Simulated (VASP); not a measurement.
# TaRu (Pm-3m) in VASP: further runs

TaRu is run at these levels: LDA; tasks: single point.

All numbers are computed with VASP 6.6.1; they aren't measurements. Logs are shortened: lines on timing, memory, paths and dates and some standing lists are left out, and cuts for length are marked.

### Step 1. The cell of the first run

It takes space group Pm-3m (No. 221, cubic). The conventional cell has a = 3.100 Å, b = 3.100 Å, c = 3.100 Å, α = 90.00°, β = 90.00°, γ = 90.00°. Ta (site symmetry m-3m) has 8 Ru at 2.68 Å and 6 Ta at 3.10 Å within 3.5 Å. Ru (site symmetry m-3m) has 8 Ta at 2.68 Å and 6 Ru at 3.10 Å within 3.5 Å.

### Step 2. Single point, LDA (14.89 Å³/atom)

File INCAR:

```
  PREC = Accurate
  ENCUT = 520
  EDIFF = 1E-7
  ISMEAR = -1
  SIGMA = 0.15
  LREAL = False
  LASPH = True
  NELM = 60
  ALGO = Normal
  ISIF = 2
  LWAVE = False
  LCHARG = False
  GGA = CA
  NBANDS = 20
```

File KPOINTS:

```
Automatic mesh
0
Gamma
  14 14 14
```

File POSCAR:

```
TaRu
1.0
    3.0995706851      0.0000000000      0.0000000000
    0.0000000000      3.0995706851      0.0000000000
    0.0000000000      0.0000000000      3.0995706851
Ta Ru
1 1
Direct
    0.5000000000      0.5000000000      0.5000000000
    0.0000000000      0.0000000000      0.0000000000
```

Potentials or basis: VASP PAW LDA potentials, release 64 (Ta_pv, Ru_pv).

Command:

```bash
$ cat potpaw_LDA.64/Ta_pv/POTCAR potpaw_LDA.64/Ru_pv/POTCAR > POTCAR
$ mpirun -np 1 vasp_std > vasp.out
```

OUTCAR:

```text
PREC = Accurate
   ENCUT = 520
   EDIFF = 1E-7
   ISMEAR = -1
   LREAL = False
   LASPH = True
   NELM = 60
   ISIF = 2
   GGA = CA

 ion  position               nearest neighbor table
   1  0.500  0.500  0.500-   2 2.68   2 2.68   2 2.68   2 2.68   2 2.68   2 2.68   2 2.68   2 2.68

   2  0.000  0.000  0.000-   1 2.68   1 2.68   1 2.68   1 2.68   1 2.68   1 2.68   1 2.68   1 2.68

  LATTYP: Found a simple cubic cell.
 ALAT       =     3.0995706851

  Lattice vectors:

 A1 = (   3.0995706851,   0.0000000000,   0.0000000000)
 A2 = (   0.0000000000,   3.0995706851,   0.0000000000)
 A3 = (   0.0000000000,   0.0000000000,   3.0995706851)

Analysis of symmetry for initial positions (statically):
=====================================================================
 Subroutine PRICEL returns:
 Original cell was already a primitive cell.

 Routine SETGRP: Setting up the symmetry group for a
 simple cubic supercell.

 Subroutine GETGRP returns: Found 48 space group operations
 (whereof 48 operations were pure point group operations)
 out of a pool of 48 trial point group operations.

The static configuration has the point symmetry O_h .

Analysis of symmetry for dynamics (positions and initial velocities):
=====================================================================
 Subroutine PRICEL returns:
 Original cell was already a primitive cell.

 Routine SETGRP: Setting up the symmetry group for a
 simple cubic supercell.

 Subroutine GETGRP returns: Found 48 space group operations
 (whereof 48 operations were pure point group operations)
 out of a pool of 48 trial point group operations.

The dynamic configuration has the point symmetry O_h .

 Subroutine INISYM returns: Found 48 space group operations
 (whereof 48 operations are pure point group operations),
 and found     1 'primitive' translations

----------------------------------------------------------------------------------------

                                     Primitive cell

  volume of cell :      29.7786

  direct lattice vectors                    reciprocal lattice vectors
     3.099570685  0.000000000  0.000000000     0.322625325  0.000000000  0.000000000
     0.000000000  3.099570685  0.000000000     0.000000000  0.322625325  0.000000000
     0.000000000  0.000000000  3.099570685     0.000000000  0.000000000  0.322625325

  length of vectors
     3.099570685  3.099570685  3.099570685     0.322625325  0.322625325  0.322625325

[... 76 lines left out ...]
   LSORBIT =      F    spin-orbit coupling
   LASPH  =      T    aspherical Exc in radial PAW
   ENCUT  =  520.0 eV  38.22 Ry    6.18 a.u.   5.76  5.76  5.76*2*pi/ulx,y,z
   NELM   =     60;   NELMIN=  2; NELMDL= -5     # of ELM steps
   EDIFF  = 0.1E-06   stopping-criterion for ELM
   LREAL  =      F    real-space projection
   EDIFFG = 0.1E-05   stopping-criterion for IOM
   NSW    =      0    number of steps for IOM
   IBRION =     -1    ionic relax: 0-MD 1-quasi-New 2-CG
   NFREE  =      0    steps in history (QN), initial steepest desc. (CG)
   ISIF   =      2    stress and relaxation
   ISYM   =      2    0-nonsym 1-usesym 2-fastsym
   POTIM  = 0.5000    time-step for ionic-motion
   TEBEG  =    0.0;   TEEND  =   0.0 temperature during run
   PSTRESS=    0.0 pullay stress
   NELECT =      25.0000    total number of electrons
   NUPDOWN=      -1.0000    fix difference up-down
   EMIN   =  10.00;   EMAX   =-10.00  energy-range for DOS
   EFERMI =   0.00;   METHOD = LEGACY
   ISMEAR =    -1;   SIGMA  =   0.15  broadening in eV -4-tet -1-fermi 0-gaus
   EFERMI_NEDOS =   21; number of points for ismear=-14 and -15
   IALGO  =     38    algorithm
   IMIX   =      4    mixing-type and parameters
     AMIX     =   0.40;   BMIX     =  1.00
     AMIX_MAG =   1.60;   BMIX_MAG =  1.00
  volume/ion in A,a.u.               =      14.89       100.48
  Fermi-wavevector in a.u.,A,eV,Ry     =   1.544377  2.918449 32.451255  2.385100
  Thomas-Fermi vector in A             =   2.649906
   LORBIT       =      0    0 simple, 1 ext, 2 COOP (PROOUT), +10 PAW based schemes
   GGA     = CA    functional components
   LHFCALC =     F    Hartree Fock is set to
   AEXX    =    0.0000 exact exchange contribution
   IVDW    =     0    specifies the selected vdW correction
   LEPSILON=     F    determine dielectric tensor
   LRPA    =     F    only Hartree local field effects (RPA)
 non-spin polarized calculation
  energy-cutoff  :      520.00
  volume of cell :       29.78
 maximum number of plane-waves:       840
 NGX is ok and might be reduce to    24
   NGX = 11   NGY = 11   NGZ = 11

 number of electron      25.0000006 magnetization

 Free energy of the ion-electron system (eV)
  ---------------------------------------------------
  ext. energy  EPLUGINS =         0.00000000
  ---------------------------------------------------
  free energy    TOTEN  =       -24.08296522 eV

  energy without entropy =      -23.90976146  energy(sigma->0) =      -23.99636334

 E-fermi :  10.2484     XC(G=0): -13.8170

 val. band max:       10.2427468481   @ k =   0.5000   0.3571   0.0000
 cond. band min:      10.2544877487   @ k =   0.3571   0.2857   0.0714
 fundamental gap:      0.0117409006
 Fermi energy:        10.2483811375

 k-point     1 :       0.0000    0.0000    0.0000
  band No.  band energies     occupation
      1     -32.8292      2.00000
      2     -32.8292      2.00000
      3     -32.8292      2.00000
      4     -24.4007      2.00000
      5     -24.4007      2.00000
      6     -24.4007      2.00000
[... 541 lines left out ...]
     19      20.1692      0.00000
     20      21.9175      0.00000

 [... further k-points ...]

------------------------ aborting loop because EDIFF is reached ----------------------------------------

  FORCE on cell =-STRESS in cart. coord.  units (eV):
  Direction    XX          YY          ZZ          XY          YZ          ZX
  --------------------------------------------------------------------------------------
  -------------------------------------------------------------------------------------
  Total        1.3247668      1.3247668      1.3247668      0.0000000      0.0000000      0.0000000
  in kB       71.2763374     71.2763374     71.2763374      0.0000000      0.0000000      0.0000000
  external PRESSURE =      71.2763374 kB  Pullay stress =       0.0000000 kB

 VOLUME and BASIS-vectors are now :
 -----------------------------------------------------------------------------
  energy-cutoff  :      520.00
  volume of cell :       29.78
      direct lattice vectors                 reciprocal lattice vectors
     3.099570685  0.000000000  0.000000000     0.322625325  0.000000000  0.000000000
     0.000000000  3.099570685  0.000000000     0.000000000  0.322625325  0.000000000
     0.000000000  0.000000000  3.099570685     0.000000000  0.000000000  0.322625325

 POSITION                                       TOTAL-FORCE (eV/Angst)
 -----------------------------------------------------------------------------------
      1.54979      1.54979      1.54979         0.000000      0.000000      0.000000
      0.00000      0.00000      0.00000         0.000000      0.000000      0.000000
 -----------------------------------------------------------------------------------
    total drift:                                0.000000      0.000000     -0.000000

  FREE ENERGIE OF THE ION-ELECTRON SYSTEM (eV)
  ---------------------------------------------------
  free  energy   TOTEN  =       -24.0829652152 eV

  energy  without entropy=      -23.9097614639  energy(sigma->0) =      -23.99636334
```

Wall time 55 s (1 thread of Intel Xeon 8259CL, shared host); peak memory 0.19 GiB.

What came out:

- Free energy: -24.0830 eV
- Pressure: 7.1 GPa
- Band gap on the k mesh: zero (an odd number of electrons rules out a gap without spin polarisation)

Caveat: the cell stands under pressure; spin-orbit coupling is left out, which moves the levels of the heavy elements.

### Step 3. Single point, LDA

This run uses another cell than the first one, of 14.79 Å³/atom.

File INCAR:

```
PREC = Accurate
ENCUT = 520
EDIFF = 1E-6
ISMEAR = -1
SIGMA = 0.15
LREAL = False
LASPH = True
NELM = 80
ALGO = Normal
ISIF = 2
LWAVE = False
LCHARG = False
NBANDS = 20
```

KPOINTS is that of step 2.

File POSCAR:

```
TaRu
1.0
    3.0929224751      0.0000000000      0.0000000000
    0.0000000000      3.0929224751      0.0000000000
    0.0000000000      0.0000000000      3.0929224751
Ta Ru
1 1
Direct
    0.5000000000      0.5000000000      0.5000000000
    0.0000000000      0.0000000000      0.0000000000
```

Potentials or basis: VASP PAW LDA potentials, release 64 (Ta_pv, Ru_pv).

Command:

```bash
$ cat potpaw_LDA.64/Ta_pv/POTCAR potpaw_LDA.64/Ru_pv/POTCAR > POTCAR
$ mpirun -np 1 vasp_std > vasp.out
```

It took 56 s on 1 thread of Intel Xeon 8259CL, shared host; peak memory 0.18 GiB.

It converged, with:

```yaml
Free_energy: -24.0731 eV
Pressure: 9.2 GPa
Band_gap_on_the_k_mesh: zero (an odd number of electrons rules out a gap without spin polarisation)
```

Levels at points of the mesh, in eV from the Fermi level:
| k point | band 9 | band 10 | band 11 | band 12 | band 13 | band 14 | band 15 | band 16 |
| --- | --- | --- | --- | --- | --- | --- | --- | --- |
| (0.00, 0.00, 0.00) | -6.54 | -2.59 | -2.59 | -2.59 | 1.10 | 1.10 | 4.52 | 4.52 |
| (0.50, 0.00, 0.00) | -4.32 | -2.71 | -2.53 | -2.53 | -1.48 | -0.07 | -0.07 | 1.05 |
| (0.50, 0.50, 0.00) | -4.49 | -4.49 | -0.34 | 0.16 | 0.87 | 0.87 | 1.79 | 4.49 |
| (0.50, 0.50, 0.50) | -3.95 | -3.19 | -3.19 | -3.19 | -0.25 | -0.25 | 4.71 | 4.71 |

Caveat: the cell stands under pressure; spin-orbit coupling is left out, which moves the levels of the heavy elements.
